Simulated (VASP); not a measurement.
Write the native input for VASP 6.6.1 that does the following.

- Task: relaxation of cell and atoms
- Functional: PBEsol
- Potentials or basis: VASP PAW PBE potentials, release 64 (Ag)
- Cutoff: 600 eV
- k mesh: 6 × 6 × 6
- Occupations: methfessel-paxton, width 0.1 eV
- Spin: no spin polarisation
- Dipole correction: no
- Further INCAR settings: ALGO = Normal; EDIFF = 1e-07; IBRION = 2; EDIFFG = -0.02; NSW = 80; ISIF = 3

The structure of Ag lies in POSCAR:

```
Ag
1.0
    4.0900000000      0.0000000000      0.0000000000
    0.0000000000      4.0900000000      0.0000000000
    0.0000000000      0.0000000000      4.0900000000
Ag
4
Direct
    0.0000000000      0.0000000000      0.0000000000
    0.0000000000      0.5000000000      0.5000000000
    0.5000000000      0.0000000000      0.5000000000
    0.5000000000      0.5000000000      0.0000000000
```

These files were run (other wordings do the same):

INCAR

```
SYSTEM = Ag
ALGO = Normal
EDIFF = 1E-7
EDIFFG = -0.02
ENCUT = 600
GGA = PS
IBRION = 2
ISIF = 3
ISMEAR = 1
LASPH = .TRUE.
LCHARG = .FALSE.
LREAL = .FALSE.
LWAVE = .FALSE.
NELM = 100
NSW = 80
PREC = Accurate
SIGMA = 0.1
```

KPOINTS

```
k-points
0
G
  6 6 6
  0 0 0
```

Potentials or basis: VASP PAW PBE potentials, release 64 (Ag).

Run with:

```bash
$ cat potpaw_PBE.64/Ag/POTCAR > POTCAR
$ mpirun -np 1 vasp_std > vasp.out
```

It gave:

* Relaxed volume: 16.65 Å³/atom
* Relaxed cell: a = 4.053 Å, b = 4.053 Å, c = 4.053 Å, α = 90.00°, β = 90.00°, γ = 90.00°
* Space group after relaxing (to 0.05 Å): Fm-3m (No. 225)
* Energy gained by relaxing: 4.3 meV/atom
* Ionic steps: 3
* Pressure after relaxing: 0.0 GPa
* Band gap on the k mesh: zero (band 22 reaches 10.08 eV, above the bottom of band 23 at 8.03 eV)

Caveat: the PAW data sets were made with another functional, which shifts forces and pressure a little.

It took 100 s on 1 thread of Intel Xeon 6975P-C, on a shared host, peak memory 0.23 GiB.
